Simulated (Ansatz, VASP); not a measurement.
CoPdO2: VASP beside Ansatz

INCAR

```
SYSTEM = CoPdO2
PREC = Accurate
ENCUT = 520
EDIFF = 1E-6
ISMEAR = 0
SIGMA = 0.1
LREAL = .FALSE.
LASPH = .TRUE.
NELM = 100
ALGO = Normal
ISIF = 2
LWAVE = .FALSE.
LCHARG = .TRUE.
LELF = .TRUE.
LVHAR = .TRUE.
NBANDS = 24
```

The input KPOINTS:

```
Automatic mesh
0
G
  18 18 18
  0 0 0
```

POSCAR

```
CoPdO2
1.0
    1.4262638026      0.8234537904      5.7564584747
   -1.4262638026      0.8234537904      5.7564584747
    0.0000000000     -1.6469075808      5.7564584747
Co Pd O
1 1 2
Direct
    0.5000000000      0.5000000000      0.5000000000
    0.0000000000      0.0000000000      0.0000000000
    0.8756553546      0.8756553546      0.8756553546
    0.1243446454      0.1243446454      0.1243446454
```

Input for Ansatz:

```yaml
crystal:
  lattice:
    - [1.4262638026, 0.8234537904, 5.7564584747]
    - [-1.4262638026, 0.8234537904, 5.7564584747]
    - [0.0, -1.6469075808, 5.7564584747]
  atoms:
    - { symbol: Co, position: [0.5, 0.5, 0.5] }
    - { symbol: Pd, position: [0.0, 0.0, 0.0] }
    - { symbol: O, position: [0.8756553546, 0.8756553546, 0.8756553546] }
    - { symbol: O, position: [0.1243446454, 0.1243446454, 0.1243446454] }
basis:
  ecutwfc: 420
kpoints:
  mp_grid: { grid: [18, 18, 18] }
hamiltonian:
  xc: lda
scf:
  occupations: { method: gaussian, width: 0.1 }
output:
  forces: true
  stress: true
  eigenvalues: true
```

Alike in both runs: task single point; functional LDA; k mesh 18 × 18 × 18; occupations gaussian, width 0.1 eV; no spin polarisation.

|  | VASP | Ansatz |
| --- | --- | --- |
| version | VASP 6.6.1 | Ansatz 0.2.0 |
| potentials or method | VASP PAW LDA potentials, release 64 (Co, Pd, O), cutoff 520 eV | scalar-relativistic, plane waves, PAW |
| valence electrons in the cell | 31 | 47 |

VASP gave:

- gap on the k mesh at the Fermi level (eV): none
- pressure (GPa): 7.3
- traceless stress, the component that is largest in VASP (GPa): -9.05
- rms of the force components (eV/Å): 2.012

Problem. Which values does Ansatz return?

Solution. gap on the k mesh at the Fermi level (eV): none; pressure (GPa): 6.6; traceless stress, the component that is largest in VASP (GPa): -8.61; rms of the force components (eV/Å): 1.983.

LDA's correlation is that of Perdew and Zunger in VASP and of Perdew and Wang (1992) in Ansatz. Atom by atom the forces differ by 0.029 eV/Å (rms over components). A gap of «none» marks a metal or a gap that the smearing closes. VASP's potentials hold 31 valence electrons a cell and Ansatz's 47, so a difference there can come from the potentials and not from the codes.
